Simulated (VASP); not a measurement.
# PbO (P6_3mc) in VASP: further runs, part 2 of 3

VASP 6.6.1. The steps go on from the part before.

### 3 Single point, r2SCAN (22.73 Å³/atom)

This run uses another cell than the first one, of 22.73 Å³/atom.

Contents of POSCAR:

```
PbO
1.0
    4.2791750958      0.0000000000      0.0000000000
   -2.1395875479      3.7058743402      0.0000000000
    0.0000000000      0.0000000000      5.7325581289
Pb O
2 2
Direct
    0.3333333333      0.6666666667     -0.0195315528
    0.6666666667      0.3333333333      0.4804684472
    0.3333333333      0.6666666667      0.3945315528
    0.6666666667      0.3333333333      0.8945315528
```

Contents of INCAR.step1:

```
SYSTEM = PbO
PREC = Accurate ; ENCUT = 520
ISMEAR = 0 ; SIGMA = 0.01
LREAL = .False. ; LASPH = .True.
NELM = 100 ; NBANDS = 28
GGA = PE ; ALGO = Normal
EDIFF = 1E-4 ; LWAVE = .True.
LCHARG = .False.
```

Contents of INCAR.step2:

```
SYSTEM = PbO
PREC = Accurate ; ENCUT = 520
EDIFF = 1E-7 ; ISMEAR = 0
SIGMA = 0.01 ; LREAL = .False.
LASPH = .True. ; NELM = 100
ALGO = Normal ; ISIF = 2
LWAVE = .False. ; LCHARG = .False.
METAGGA = R2SCAN ; LMIXTAU = .True.
NBANDS = 28 ; ISTART = 1
```

Contents of KPOINTS:

```
Automatic mesh
0
Gamma
  6 6 4
  0 0 0
```

Potentials or basis: VASP PAW PBE potentials, release 64 (Pb_d, O).

Started as:

```bash
> cat potpaw_PBE.64/Pb_d/POTCAR potpaw_PBE.64/O/POTCAR > POTCAR
> cp INCAR.step1 INCAR
> mpirun -np 1 vasp_std > vasp.out
> cp INCAR.step2 INCAR
> mpirun -np 1 vasp_std > vasp.out
```

OUTCAR:

```text
SYSTEM = PbO
   PREC = Accurate
   ENCUT = 520
   EDIFF = 1E-7
   ISMEAR = 0
   LREAL = .False.
   LASPH = .True.
   NELM = 100
   ISIF = 2
   METAGGA = R2SCAN
   ISTART = 1

 ion  position               nearest neighbor table
   1  0.333  0.667  0.980-   3 2.37   4 2.52   4 2.52   4 2.52   2 3.78   2 3.78   2 3.78   2 3.78
                             2 3.78   2 3.78
   2  0.667  0.333  0.480-   4 2.37   3 2.52   3 2.52   3 2.52   1 3.78   1 3.78   1 3.78   1 3.78
                             1 3.78   1 3.78
   3  0.333  0.667  0.395-   1 2.37   2 2.52   2 2.52   2 2.52
   4  0.667  0.333  0.895-   2 2.37   1 2.52   1 2.52   1 2.52

  LATTYP: Found a hexagonal cell.
 ALAT       =     4.2791750958
 C/A-ratio  =     1.3396409356

  Lattice vectors:

 A1 = (   4.2791750958,   0.0000000000,   0.0000000000)
 A2 = (  -2.1395875479,   3.7058743402,   0.0000000000)
 A3 = (   0.0000000000,   0.0000000000,   5.7325581289)

Analysis of symmetry for initial positions (statically):
=====================================================================
 Subroutine PRICEL returns:
 Original cell was already a primitive cell.

 Routine SETGRP: Setting up the symmetry group for a
 hexagonal supercell.

 Subroutine GETGRP returns: Found 12 space group operations
 (whereof  6 operations were pure point group operations)
 out of a pool of 24 trial point group operations.

The static configuration has the point symmetry C_3v.
 The point group associated with its full space group is C_6v.

Analysis of symmetry for dynamics (positions and initial velocities):
=====================================================================
 Subroutine PRICEL returns:
 Original cell was already a primitive cell.

 Routine SETGRP: Setting up the symmetry group for a
 hexagonal supercell.

 Subroutine GETGRP returns: Found 12 space group operations
 (whereof  6 operations were pure point group operations)
 out of a pool of 24 trial point group operations.

The dynamic configuration has the point symmetry C_3v.
 The point group associated with its full space group is C_6v.

 Subroutine INISYM returns: Found 12 space group operations
 (whereof  6 operations are pure point group operations),
 and found     1 'primitive' translations

----------------------------------------------------------------------------------------

                                     Primitive cell

  volume of cell :      90.9074

  direct lattice vectors                    reciprocal lattice vectors
     4.279175096  0.000000000  0.000000000     0.233689900  0.134920927  0.000000000
    -2.139587548  3.705874340  0.000000000     0.000000000  0.269841853  0.000000000
     0.000000000  0.000000000  5.732558129     0.000000000  0.000000000  0.174442191

  length of vectors
     4.279175096  4.279175096  5.732558129     0.269841853  0.269841853  0.174442191

  position of ions in fractional coordinates (direct lattice)
     0.333333333  0.666666667  0.980468447
     0.666666667  0.333333333  0.480468447
     0.333333333  0.666666667  0.394531553
     0.666666667  0.333333333  0.894531553

  ion indices of the primitive-cell ions
   primitive index   ion index
                 1           1
                 2           2
                 3           3
                 4           4

[... 23 lines left out ...]

 Found     21 irreducible k-points:

 Following reciprocal coordinates:
            Coordinates               Weight
  0.000000  0.000000  0.000000      1.000000
  0.166667 -0.000000  0.000000      6.000000
  0.333333  0.000000  0.000000      6.000000
  0.500000 -0.000000  0.000000      3.000000
  0.166667  0.166667  0.000000      6.000000
  0.333333  0.166667  0.000000     12.000000
[... 13 lines left out ...]
  0.333333  0.166667  0.500000     12.000000
  0.333333  0.333333  0.500000      2.000000
   k-points           NKPTS =     21   k-points in BZ     NKDIM =     21   number of bands    NBANDS=     28
   number of dos      NEDOS =    301   number of ions     NIONS =      4
   total plane-waves  NPLWV =  49152
   dimension x,y,z NGX =    32 NGY =   32 NGZ =   48
   dimension x,y,z NGXF=    64 NGYF=   64 NGZF=   96
   ions per type =               2   2
   NGX,Y,Z   is equivalent  to a cutoff of  12.43, 12.43, 13.92 a.u.
   NGXF,Y,Z  is equivalent  to a cutoff of  24.86, 24.86, 27.84 a.u.
 SYSTEM =  PbO
   PREC   = accura    normal or accurate (medium, high low for compatibility)
   ISTART =      1    job   : 0-new  1-cont  2-samecut
   ICHARG =      0    charge: 1-file 2-atom 10-const
   ISPIN  =      1    spin polarized calculation?
   LNONCOLLINEAR =      F non collinear calculations
   LSORBIT =      F    spin-orbit coupling
   LASPH  =      T    aspherical Exc in radial PAW
   ENCUT  =  520.0 eV  38.22 Ry    6.18 a.u.   7.96  7.96 10.66*2*pi/ulx,y,z
   NELM   =    100;   NELMIN=  2; NELMDL=  0     # of ELM steps
   EDIFF  = 0.1E-06   stopping-criterion for ELM
   LREAL  =      F    real-space projection
   EDIFFG = 0.1E-05   stopping-criterion for IOM
   NSW    =      0    number of steps for IOM
   IBRION =     -1    ionic relax: 0-MD 1-quasi-New 2-CG
   NFREE  =      0    steps in history (QN), initial steepest desc. (CG)
   ISIF   =      2    stress and relaxation
   ISYM   =      2    0-nonsym 1-usesym 2-fastsym
   POTIM  = 0.5000    time-step for ionic-motion
   TEBEG  =    0.0;   TEEND  =   0.0 temperature during run
   PSTRESS=    0.0 pullay stress
   NELECT =      40.0000    total number of electrons
   NUPDOWN=      -1.0000    fix difference up-down
   EMIN   =  10.00;   EMAX   =-10.00  energy-range for DOS
   EFERMI =   0.00;   METHOD = LEGACY
   ISMEAR =     0;   SIGMA  =   0.01  broadening in eV -4-tet -1-fermi 0-gaus
   EFERMI_NEDOS =   21; number of points for ismear=-14 and -15
   IALGO  =     38    algorithm
   IMIX   =      4    mixing-type and parameters
     AMIX     =   0.40;   BMIX     =  1.00
     AMIX_MAG =   1.60;   BMIX_MAG =  1.00
  volume/ion in A,a.u.               =      22.73       153.37
  Fermi-wavevector in a.u.,A,eV,Ry     =   1.245169  2.353029 21.095108  1.550447
  Thomas-Fermi vector in A             =   2.379404
   LORBIT       =      0    0 simple, 1 ext, 2 COOP (PROOUT), +10 PAW based schemes
   METAGGA = R2SCAN    functional components
   LHFCALC =     F    Hartree Fock is set to
   AEXX    =    0.0000 exact exchange contribution
   IVDW    =     0    specifies the selected vdW correction
   LEPSILON=     F    determine dielectric tensor
   LRPA    =     F    only Hartree local field effects (RPA)
 non-spin polarized calculation
 Gauss-broadening in eV      SIGMA  =   0.01
  energy-cutoff  :      520.00
  volume of cell :       90.91
 maximum number of plane-waves:      2466
 NGX is ok and might be reduce to    32
   NGX = 15   NGY = 15   NGZ = 21

 number of electron      40.0000004 magnetization

 Free energy of the ion-electron system (eV)
  ---------------------------------------------------
  ext. energy  EPLUGINS =         0.00000000
  ---------------------------------------------------
  free energy    TOTEN  =      -128.50330484 eV

  energy without entropy =     -128.50330484  energy(sigma->0) =     -128.50330484

 E-fermi :   3.9215     XC(G=0):  -9.7463

 val. band max:        3.7883032873   @ k =   0.3333   0.3333   0.5000
 cond. band min:       5.8846039240   @ k =   0.5000  -0.0000   0.5000
 fundamental gap:      2.0963006367
 Fermi energy:         3.9214975523

 k-point     1 :       0.0000    0.0000    0.0000
  band No.  band energies     occupation
      1     -14.5563      2.00000
      2     -14.3957      2.00000
      3     -12.8460      2.00000
      4     -12.8460      2.00000
      5     -12.8198      2.00000
      6     -12.8198      2.00000
[... 640 lines left out ...]
     27      14.3322      0.00000
     28      14.3322      0.00000

------------------------ aborting loop because EDIFF is reached ----------------------------------------

  FORCE on cell =-STRESS in cart. coord.  units (eV):
  Direction    XX          YY          ZZ          XY          YZ          ZX
  --------------------------------------------------------------------------------------
  -------------------------------------------------------------------------------------
  Total       -2.0272398     -2.0272398     -2.1211612      0.0000000     -0.0000000      0.0000000
  in kB      -35.7286415    -35.7286415    -37.3839383      0.0000000     -0.0000000      0.0000000
  external PRESSURE =     -36.2804071 kB  Pullay stress =       0.0000000 kB

 VOLUME and BASIS-vectors are now :
 -----------------------------------------------------------------------------
  energy-cutoff  :      520.00
  volume of cell :       90.91
      direct lattice vectors                 reciprocal lattice vectors
     4.279175096  0.000000000  0.000000000     0.233689900  0.134920927  0.000000000
    -2.139587548  3.705874340  0.000000000     0.000000000  0.269841853  0.000000000
     0.000000000  0.000000000  5.732558129     0.000000000  0.000000000  0.174442191

 POSITION                                       TOTAL-FORCE (eV/Angst)
 -----------------------------------------------------------------------------------
     -0.00000      2.47058      5.62059        -0.000000      0.000000      0.124203
      2.13959      1.23529      2.75431         0.000000      0.000000      0.124203
     -0.00000      2.47058      2.26168         0.000000      0.000000     -0.124203
      2.13959      1.23529      5.12795        -0.000000     -0.000000     -0.124203
 -----------------------------------------------------------------------------------
    total drift:                               -0.000000      0.000000      0.001062

  FREE ENERGIE OF THE ION-ELECTRON SYSTEM (eV)
  ---------------------------------------------------
  free  energy   TOTEN  =      -128.5033048406 eV

  energy  without entropy=     -128.5033048406  energy(sigma->0) =     -128.50330484
```

Wall time 79 s (1 thread of Intel Xeon 6975P-C (Granite Rapids), shared host); peak memory 0.24 GiB.

Results:

| Quantity | Value |
| --- | --- |
| Free energy | -128.5033 eV |
| Pressure | -3.6 GPa |
| Largest force | 0.124 eV/Å |
| Band gap on the k mesh | 2.10 eV (least direct gap 2.36 eV) |

Forces in eV/Å, atoms in the order of the input:
```
Pb   0.000  0.000  0.124
Pb   0.000  0.000  0.124
O    0.000  0.000 -0.124
O    0.000  0.000 -0.124
```

Caveat: the cell stands under tension; the PAW data sets were made with another functional, which shifts forces and pressure a little; spin-orbit coupling is left out, which moves the levels of the heavy elements.

### 4 Single point, PBE

This run uses another cell than the first one, of 21.44 Å³/atom.

Contents of INCAR:

```
SYSTEM = PbO
PREC     = Accurate       ! precision mode
ENCUT    = 520            ! plane-wave cutoff, eV
EDIFF    = 1E-6           ! SCF threshold, eV
ISMEAR   = 0              ! smearing method
SIGMA    = 0.01           ! smearing width, eV
LREAL    = .False.        ! projectors in reciprocal space
LASPH    = .True.         ! aspherical terms in the spheres
NELM     = 60             ! most SCF steps
ALGO     = Normal         ! electronic algorithm
ISIF     = 2              ! what is computed and relaxed
LWAVE    = .False.        ! write WAVECAR
LCHARG   = .True.         ! write CHGCAR
GGA      = PE             ! functional
LELF     = .True.         ! ELF
LVHAR    = .True.       
NBANDS   = 28             ! bands
```

Contents of KPOINTS:

```
Automatic mesh
0
Gamma
  12 12 4
  0 0 0
```

Contents of POSCAR:

```
PbO
1.0
    4.1968627715      0.0000000000      0.0000000000
   -2.0984313858      3.6345897763      0.0000000000
    0.0000000000      0.0000000000      5.6222891698
Pb O
2 2
Direct
    0.3333333333      0.6666666667     -0.0195315528
    0.6666666667      0.3333333333      0.4804684472
    0.3333333333      0.6666666667      0.3945315528
    0.6666666667      0.3333333333      0.8945315528
```

Started as:

```bash
> cat potpaw_PBE.64/Pb_d/POTCAR potpaw_PBE.64/O/POTCAR > POTCAR
> mpirun -np 1 vasp_std > vasp.out
```

Wall time 46 s (1 thread of Intel Xeon 6975P-C (Granite Rapids), shared host); peak memory 0.26 GiB.

Results (log left out):

```yaml
Free_energy: -20.8615 eV
Pressure: 2.4 GPa
Largest_force: 0.109 eV/Å
Band_gap_on_the_k_mesh: 1.88 eV (least direct gap 2.08 eV)
```

Forces in eV/Å, atoms in the order of the input:
```
Pb   0.000  0.000 -0.109
Pb   0.000  0.000 -0.109
O    0.000  0.000  0.109
O    0.000  0.000  0.109
```

Stress tensor (GPa, compression positive):
```
2.08 0.00 0.00
0.00 2.08 0.00
0.00 0.00 3.05
```

Levels at points of the mesh, in eV from the valence-band top:
| k point | band 18 | band 19 | band 20 | band 21 | band 22 | band 23 |
| --- | --- | --- | --- | --- | --- | --- |
| (0.00, 0.00, 0.00) | -2.15 | -2.15 | -2.15 | 3.81 | 4.66 | 4.66 |
| (0.50, 0.00, 0.00) | -2.54 | -0.97 | -0.81 | 2.15 | 3.47 | 4.85 |
| (0.00, 0.00, 0.50) | -2.52 | -1.58 | -1.58 | 3.62 | 3.62 | 4.78 |
| (0.50, 0.00, 0.50) | -2.65 | -0.66 | -0.66 | 1.88 | 1.88 | 4.84 |

Caveat: spin-orbit coupling is left out, which moves the levels of the heavy elements. A k mesh can miss the band edges.

(Continued in part 3 of 3.)
